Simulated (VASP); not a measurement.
# FeO (R-3m) in VASP: settings compared

Aim: see how the results for FeO move with the level of theory and the settings. Levels: PBEsol, PBE. Tasks: single point.

All numbers are computed with VASP 6.6.1; they aren't measurements. Logs are shortened: lines on timing, memory, paths and dates and some standing lists are left out, and cuts for length are marked.

## Step 1: The cell of the first run

Symmetry: R-3m, No. 166, trigonal system. The conventional cell has a = 3.097 Å, b = 3.097 Å, c = 7.707 Å, α = 90.00°, β = 90.00°, γ = 120.00°. Within 2.9 Å of Fe (site symmetry -3m) lie 6 O at 2.20 Å. O (site symmetry -3m) has 6 Fe at 2.20 Å within 2.9 Å.

## Step 2: Single point, PBEsol, collinear spin, ferromagnetic start

Contents of INCAR:

```
SYSTEM = FeO
PREC     = Accurate       ! precision mode
ENCUT    = 520            ! plane-wave cutoff, eV
EDIFF    = 1E-6           ! SCF threshold, eV
ISMEAR   = -1             ! smearing method
SIGMA    = 0.05           ! smearing width, eV
LREAL    = .False.        ! projectors in reciprocal space
LASPH    = .True.         ! aspherical terms in the spheres
NELM     = 150            ! most SCF steps
ALGO     = Normal         ! electronic algorithm
ISIF     = 2              ! what is computed and relaxed
LWAVE    = .False.        ! write WAVECAR
LCHARG   = .True.         ! write CHGCAR
ISPIN    = 2              ! spin polarisation
MAGMOM   = 3 0            ! initial moments
LORBIT   = 11             ! projections on sites
LMAXMIX  = 4              ! l up to which the mixer works
GGA      = PS             ! functional
LELF     = .True.         ! ELF
LVHAR    = .True.       
NBANDS   = 18             ! bands
```

Contents of KPOINTS:

```
regular mesh
0
Gamma
  11 11 11
  0 0 0
```

Contents of POSCAR:

```
FeO
1.0
    1.5486092669      0.8940899771      2.5689933065
   -1.5486092669      0.8940899771      2.5689933065
    0.0000000000     -1.7881799543      2.5689933065
Fe O
1 1
Direct
    0.0000000000      0.0000000000      0.0000000000
    0.5000000000      0.5000000000      0.5000000000
```

Potentials or basis: VASP PAW PBE potentials, release 64 (Fe, O).

Run with:

```
cat potpaw_PBE.64/Fe/POTCAR potpaw_PBE.64/O/POTCAR > POTCAR
mpirun -np 1 vasp_std > vasp.out
```

OUTCAR:

```text
SYSTEM = FeO
   PREC = Accurate
   ENCUT = 520
   EDIFF = 1E-6
   ISMEAR = -1
   LREAL = .False.
   LASPH = .True.
   NELM = 150
   ISIF = 2
   ISPIN = 2
   LORBIT = 11
   GGA = PS

 ion  position               nearest neighbor table
   1  0.000  0.000  0.000-   2 2.20   2 2.20   2 2.20   2 2.20   2 2.20   2 2.20
   2  0.500  0.500  0.500-   1 2.20   1 2.20   1 2.20   1 2.20   1 2.20   1 2.20

  LATTYP: Found a trigonal (rhomboedric) cell.
 ALAT       =     3.1300661586
 COS(alpha) =     0.5104391626

  Lattice vectors:

 A1 = (   1.5486092669,   0.8940899771,   2.5689933065)
 A2 = (  -1.5486092669,   0.8940899771,   2.5689933065)
 A3 = (   0.0000000000,  -1.7881799543,   2.5689933065)

Analysis of symmetry for initial positions (statically):
=====================================================================
 Subroutine PRICEL returns:
 Original cell was already a primitive cell.

 Routine SETGRP: Setting up the symmetry group for a
 trigonal (rhombohedral) supercell.

 Subroutine GETGRP returns: Found 12 space group operations
 (whereof 12 operations were pure point group operations)
 out of a pool of 12 trial point group operations.

The static configuration has the point symmetry D_3d.

Analysis of symmetry for dynamics (positions and initial velocities):
=====================================================================
 Subroutine PRICEL returns:
 Original cell was already a primitive cell.

 Routine SETGRP: Setting up the symmetry group for a
 trigonal (rhombohedral) supercell.

 Subroutine GETGRP returns: Found 12 space group operations
 (whereof 12 operations were pure point group operations)
 out of a pool of 12 trial point group operations.

The dynamic configuration has the point symmetry D_3d.

Analysis of structural, dynamic, and magnetic symmetry:
=====================================================================
 Subroutine PRICEL returns:
 Original cell was already a primitive cell.

 Routine SETGRP: Setting up the symmetry group for a
 trigonal (rhombohedral) supercell.

 Subroutine GETGRP returns: Found 12 space group operations
 (whereof 12 operations were pure point group operations)
 out of a pool of 12 trial point group operations.

The overall configuration has the point symmetry D_3d.

 Subroutine INISYM returns: Found 12 space group operations
 (whereof 12 operations are pure point group operations),
 and found     1 'primitive' translations

----------------------------------------------------------------------------------------

                                     Primitive cell

  volume of cell :      21.3421

  direct lattice vectors                    reciprocal lattice vectors
     1.548609267  0.894089977  2.568993306     0.322870340  0.186409278  0.129752511
    -1.548609267  0.894089977  2.568993306    -0.322870340  0.186409278  0.129752511
     0.000000000 -1.788179954  2.568993306     0.000000000 -0.372818555  0.129752511

  length of vectors
     3.130066159  3.130066159  3.130066159     0.394752314  0.394752314  0.394752314

  position of ions in fractional coordinates (direct lattice)
     0.000000000  0.000000000  0.000000000
     0.500000000  0.500000000  0.500000000

  ion indices of the primitive-cell ions
   primitive index   ion index
                 1           1
                 2           2

----------------------------------------------------------------------------------------

 KPOINTS: regular mesh

Automatic generation of k-mesh.
 Grid dimensions read from file:
 generate k-points for:   11   11   11

 Generating k-lattice:

  Cartesian coordinates                     Fractional coordinates (reciprocal lattice)
     0.029351849  0.016946298  0.011795683     0.090909091 -0.000000000  0.000000000
    -0.029351849  0.016946298  0.011795683    -0.000000000  0.090909091  0.000000000
     0.000000000 -0.033892596  0.011795683     0.000000000  0.000000000  0.090909091

  Length of vectors
     0.035886574  0.035886574  0.035886574

  Shift w.r.t. Gamma in fractional coordinates (k-lattice)
     0.000000000  0.000000000  0.000000000

 Subroutine IBZKPT returns following result:
 ===========================================

 Found    146 irreducible k-points:

 Following reciprocal coordinates:
            Coordinates               Weight
  0.000000  0.000000  0.000000      1.000000
  0.090909  0.000000 -0.000000      6.000000
  0.181818 -0.000000  0.000000      6.000000
  0.272727  0.000000  0.000000      6.000000
  0.363636  0.000000  0.000000      6.000000
  0.454545 -0.000000 -0.000000      6.000000
[... 16 lines left out ...]
 -0.272727  0.181818 -0.000000     12.000000
 -0.181818  0.181818  0.000000      6.000000
 [... further k-points ...]
   k-points           NKPTS =    146   k-points in BZ     NKDIM =    146   number of bands    NBANDS=     18
   number of dos      NEDOS =    301   number of ions     NIONS =      2
   total plane-waves  NPLWV =  13824
   dimension x,y,z NGX =    24 NGY =   24 NGZ =   24
   dimension x,y,z NGXF=    48 NGYF=   48 NGZF=   48
   ions per type =               1   1
   NGX,Y,Z   is equivalent  to a cutoff of  12.75, 12.75, 12.75 a.u.
   NGXF,Y,Z  is equivalent  to a cutoff of  25.49, 25.49, 25.49 a.u.
 SYSTEM =  FeO
   PREC   = accura    normal or accurate (medium, high low for compatibility)
   ISTART =      0    job   : 0-new  1-cont  2-samecut
   ICHARG =      2    charge: 1-file 2-atom 10-const
   ISPIN  =      2    spin polarized calculation?
   LNONCOLLINEAR =      F non collinear calculations
   LSORBIT =      F    spin-orbit coupling
   LASPH  =      T    aspherical Exc in radial PAW
   ENCUT  =  520.0 eV  38.22 Ry    6.18 a.u.   5.82  5.82  5.82*2*pi/ulx,y,z
   NELM   =    150;   NELMIN=  2; NELMDL= -5     # of ELM steps
   EDIFF  = 0.1E-05   stopping-criterion for ELM
   LREAL  =      F    real-space projection
   EDIFFG = 0.1E-04   stopping-criterion for IOM
   NSW    =      0    number of steps for IOM
   IBRION =     -1    ionic relax: 0-MD 1-quasi-New 2-CG
   NFREE  =      0    steps in history (QN), initial steepest desc. (CG)
   ISIF   =      2    stress and relaxation
   ISYM   =      2    0-nonsym 1-usesym 2-fastsym
   POTIM  = 0.5000    time-step for ionic-motion
   TEBEG  =    0.0;   TEEND  =   0.0 temperature during run
   PSTRESS=    0.0 pullay stress
   NELECT =      14.0000    total number of electrons
   NUPDOWN=      -1.0000    fix difference up-down
   EMIN   =  10.00;   EMAX   =-10.00  energy-range for DOS
   EFERMI =   0.00;   METHOD = LEGACY
   ISMEAR =    -1;   SIGMA  =   0.05  broadening in eV -4-tet -1-fermi 0-gaus
   EFERMI_NEDOS =   21; number of points for ismear=-14 and -15
   IALGO  =     38    algorithm
   IMIX   =      4    mixing-type and parameters
     AMIX     =   0.40;   BMIX     =  1.00
     AMIX_MAG =   1.60;   BMIX_MAG =  1.00
  volume/ion in A,a.u.               =      10.67        72.01
  Fermi-wavevector in a.u.,A,eV,Ry     =   1.422455  2.688049 27.529716  2.023377
  Thomas-Fermi vector in A             =   2.543157
   LORBIT       =     11    0 simple, 1 ext, 2 COOP (PROOUT), +10 PAW based schemes
   GGA     = PS    functional components
   LHFCALC =     F    Hartree Fock is set to
   AEXX    =    0.0000 exact exchange contribution
   IVDW    =     0    specifies the selected vdW correction
   LEPSILON=     F    determine dielectric tensor
   LRPA    =     F    only Hartree local field effects (RPA)
 spin polarized calculation
  energy-cutoff  :      520.00
  volume of cell :       21.34
 maximum number of plane-waves:       585
   NGX = 11   NGY = 11   NGZ = 11

 number of electron      14.0000000 magnetization       4.0012868

 Free energy of the ion-electron system (eV)
  ---------------------------------------------------
  ext. energy  EPLUGINS =         0.00000000
  ---------------------------------------------------
  free energy    TOTEN  =       -15.73612140 eV

  energy without entropy =      -15.72321986  energy(sigma->0) =      -15.72967063

 E-fermi :   5.3964     XC(G=0): -12.0637

 val. band max:        5.3960684345   @ k =  -0.4545   0.1818   0.0000
 cond. band min:       5.3975017148   @ k =   0.4545   0.2727   0.2727
 fundamental gap:      0.0014332803
 Fermi energy:         5.3963516925

 spin component 1

 k-point     1 :       0.0000    0.0000    0.0000
  band No.  band energies     occupation
      1     -14.7868      1.00000
      2       1.5413      1.00000
      3       1.5985      1.00000
      4       1.5985      1.00000
      5       1.7166      1.00000
      6       1.7447      1.00000
[... 10 lines left out ...]
     17      24.8637      0.00000
     18      28.1740      0.00000
[... 463 lines left out ...]
 k-point    24 :      -0.1818    0.1818    0.0000
  band No.  band energies     occupation
      1     -14.1464      1.00000
      2      -1.5363      1.00000
      3      -0.5402      1.00000
      4      -0.0133      1.00000
      5       1.8830      1.00000
      6       2.1419      1.00000
[... 10 lines left out ...]
     17      30.8728      0.00000
     18      32.6391      0.00000

 [... further k-points ...]

 spin component 2

 k-point     1 :       0.0000    0.0000    0.0000
  band No.  band energies     occupation
      1     -14.2514      1.00000
      2       2.2785      1.00000
      3       2.3772      1.00000
      4       2.3772      1.00000
      5       4.6815      1.00000
      6       4.7625      1.00000
[... 10 lines left out ...]
     17      26.3768      0.00000
     18      29.2527      0.00000
[... 463 lines left out ...]
 k-point    24 :      -0.1818    0.1818    0.0000
  band No.  band energies     occupation
      1     -13.6018      1.00000
      2      -0.6586      1.00000
      3       0.9550      1.00000
      4       1.0467      1.00000
      5       5.1572      0.99170
      6       5.3530      0.70413
[... 10 lines left out ...]
     17      31.7156      0.00000
     18      33.3482      0.00000

 [... further k-points ...]

------------------------ aborting loop because EDIFF is reached ----------------------------------------

  FORCE on cell =-STRESS in cart. coord.  units (eV):
  Direction    XX          YY          ZZ          XY          YZ          ZX
  --------------------------------------------------------------------------------------
  -------------------------------------------------------------------------------------
  Total       -2.3172960     -2.3172960     -2.4677593      0.0000000      0.0000000      0.0000000
  in kB     -173.9621563   -173.9621563   -185.2576168      0.0000000      0.0000000      0.0000000
  external PRESSURE =    -177.7273098 kB  Pullay stress =       0.0000000 kB

 VOLUME and BASIS-vectors are now :
 -----------------------------------------------------------------------------
  energy-cutoff  :      520.00
  volume of cell :       21.34
      direct lattice vectors                 reciprocal lattice vectors
     1.548609267  0.894089977  2.568993306     0.322870340  0.186409278  0.129752511
    -1.548609267  0.894089977  2.568993306    -0.322870340  0.186409278  0.129752511
     0.000000000 -1.788179954  2.568993306     0.000000000 -0.372818555  0.129752511

 POSITION                                       TOTAL-FORCE (eV/Angst)
 -----------------------------------------------------------------------------------
      0.00000      0.00000      0.00000        -0.000000      0.000000      0.000000
      0.00000     -0.00000      3.85349         0.000000     -0.000000     -0.000000
 -----------------------------------------------------------------------------------
    total drift:                               -0.000000      0.000000     -0.000000

  FREE ENERGIE OF THE ION-ELECTRON SYSTEM (eV)
  ---------------------------------------------------
  free  energy   TOTEN  =       -15.7361214028 eV

  energy  without entropy=      -15.7232198558  energy(sigma->0) =      -15.72967063

 total charge

# of ion       s       p       d       tot
------------------------------------------
    1        0.276   0.323   6.044   6.642
    2        1.552   3.381   0.000   4.933
--------------------------------------------------
tot          1.827   3.705   6.044  11.575

 magnetization (x)

# of ion       s       p       d       tot
------------------------------------------
    1        0.026   0.020   3.575   3.620
    2        0.028   0.263   0.000   0.291
--------------------------------------------------
tot          0.054   0.283   3.575   3.911
```

Wall time 73 s (1 thread of AMD EPYC 9R45 (Zen 5), shared host); peak memory 0.18 GiB.

What came out:

```
Free energy                                           : -15.7361 eV
Pressure                                              : -17.8 GPa
Band gap on the k mesh                                : zero (filled and empty bands overlap)
Net moment                                            : 4.00 μB per cell
Site moments                                          : Fe +3.62; O +0.29 μB
Valence electrons inside the program's atomic spheres : Fe 6.64; O 4.93
```

Stress tensor (GPa, compression positive):
```
-17.40   0.00   0.00
  0.00 -17.40   0.00
  0.00   0.00 -18.53
```

Caveat: the cell stands under tension; the PAW data sets were made with another functional, which shifts forces and pressure a little; a cell with one magnetic atom can't hold antiferromagnetic order, which such compounds often take; semilocal functionals often make such compounds metallic where correlation or magnetic order opens a gap, which also shifts bond lengths.

## Step 3: Single point, PBE, collinear spin, ferromagnetic start

This run uses another cell than the first one, of 9.87 Å³/atom.

Contents of INCAR:

```
  PREC = Accurate
  ENCUT = 600
  EDIFF = 1E-6
  ISMEAR = -1
  SIGMA = 0.05
  LREAL = F
  LASPH = T
  NELM = 200
  ALGO = Normal
  ISIF = 2
  LWAVE = F
  LCHARG = F
  ISPIN = 2
  MAGMOM = 3 0
  LORBIT = 11
  LMAXMIX = 4
  GGA = PE
  NBANDS = 22
  GGA_COMPAT = F
```

Contents of KPOINTS:

```
Automatic mesh
0
Gamma
  11 11 11
```

Contents of POSCAR:

```
FeO
1.0
    1.5086271663      0.8710063006      2.5026668604
   -1.5086271663      0.8710063006      2.5026668604
    0.0000000000     -1.7420126011      2.5026668604
Fe O
1 1
Direct
    0.0000000000      0.0000000000      0.0000000000
    0.5000000000      0.5000000000      0.5000000000
```

Potentials or basis: VASP PAW PBE potentials, release 64 (Fe_sv, O).

Run with:

```
cat potpaw_PBE.64/Fe_sv/POTCAR potpaw_PBE.64/O/POTCAR > POTCAR
mpirun -np 1 vasp_std > vasp.out
```

It took 63 s on 1 thread of Intel Xeon Platinum 8488C (Sapphire Rapids), shared host; peak memory 0.23 GiB.

It converged, with:

* Free energy: -15.0371 eV
* Pressure: 0.2 GPa
* Band gap on the k mesh: zero (filled and empty bands overlap)
* Net moment: 4.00 μB per cell
* Site moments: Fe +3.48; O +0.30 μB
* Valence electrons inside the program's atomic spheres: Fe 13.62; O 5.00

Stress tensor (GPa, compression positive):
```
 0.51  0.00  0.00
 0.00  0.51  0.00
 0.00  0.00 -0.41
```

Levels at points of the mesh, in eV from the Fermi level:
Spin up:
```
           k point  band 10  band 11  band 12  band 13  band 14  band 15  band 16  band 17
(0.00, 0.00, 0.00)    -3.87    -3.87    -3.68    -3.68     0.10    15.29    16.80    17.22
```
Spin down:
```csv
k point,band 5,band 6,band 7,band 8,band 9,band 10,band 11,band 12,band 13,band 14
"(0.00, 0.00, 0.00)",-20.38,-3.44,-3.34,-3.34,-0.82,-0.73,-0.73,0.22,0.22,0.90
```

Caveat: a cell with one magnetic atom can't hold antiferromagnetic order, which such compounds often take; semilocal functionals often make such compounds metallic where correlation or magnetic order opens a gap, which also shifts bond lengths. With open d or f shells a metallic result of PBE can be an artefact of self-interaction; +U or a hybrid may open a gap.
